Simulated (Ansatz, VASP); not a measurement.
## One calculation of GeW, two programs

INCAR

```
PREC = Accurate
ENCUT = 600
EDIFF = 1E-6
ISMEAR = -1
SIGMA = 0.05
LREAL = F
LASPH = T
NELM = 60
ALGO = Normal
ISIF = 3
LWAVE = F
LCHARG = F
GGA = RE
IBRION = 2
NSW = 60
EDIFFG = -0.01
```

KPOINTS

```
Automatic mesh
0
Gamma
  9 9 9
```

POSCAR

```
GeW
1.0
    0.0000000000      2.5776100000      2.5776100000
    2.5776100000      0.0000000000      2.5776100000
    2.5776100000      2.5776100000      0.0000000000
Ge W
1 1
Direct
    0.5000000000      0.5000000000      0.5000000000
    0.0000000000      0.0000000000      0.0000000000
```

Contents of input.yaml:

```yaml
crystal:
  lattice:
    - [0.0, 2.57761, 2.57761]
    - [2.57761, 0.0, 2.57761]
    - [2.57761, 2.57761, 0.0]
  atoms:
    - { symbol: Ge, position: [0.5, 0.5, 0.5] }
    - { symbol: W, position: [0.0, 0.0, 0.0] }
hamiltonian:
  xc: revpbe
  pseudopotentials: { kind: paw }
kpoints:
  mp_grid: { grid: [9, 9, 9] }
scf:
  occupations: { method: fermi_dirac, width: 0.05 }
output:
  forces: true
  stress: true
  eigenvalues: true
relax:
  f_tol: 0.01
  max_steps: 40
  cell: { stress_tol: 0.05 }
```

Alike in both runs: task relaxation of cell and atoms; functional revPBE; k mesh 9 × 9 × 9; occupations fermi-dirac, width 0.05 eV; no spin polarisation.

```csv
,VASP,Ansatz
version,VASP 6.6.1,Ansatz 0.2.0
potentials or method,"VASP PAW PBE potentials, release 64 (Ge_d, W_sv)",Ansatz PAW
plane-wave cutoff (eV),600,420
valence electrons in the cell,28,28
```

Ansatz gave:

* gap on the k mesh at the Fermi level, each at its own relaxed structure (eV): none
* relaxed volume (Å³/atom): 17.36
* relaxed cell length with the largest relative difference (Å): 3.662

Q: Which values does VASP return?

A: gap on the k mesh at the Fermi level, each at its own relaxed structure (eV): none; relaxed volume (Å³/atom): 17.38; relaxed cell length with the largest relative difference (Å): 3.663.

VASP's potentials were made for PBE, not for revPBE. A gap of «none» marks a metal or a gap that the smearing closes.

Neither program's run includes spin-orbit coupling. Noted on Ansatz's run: the plane-wave basis is chosen anew once the cell has moved, so the energies of steps on either side of that aren't comparable.
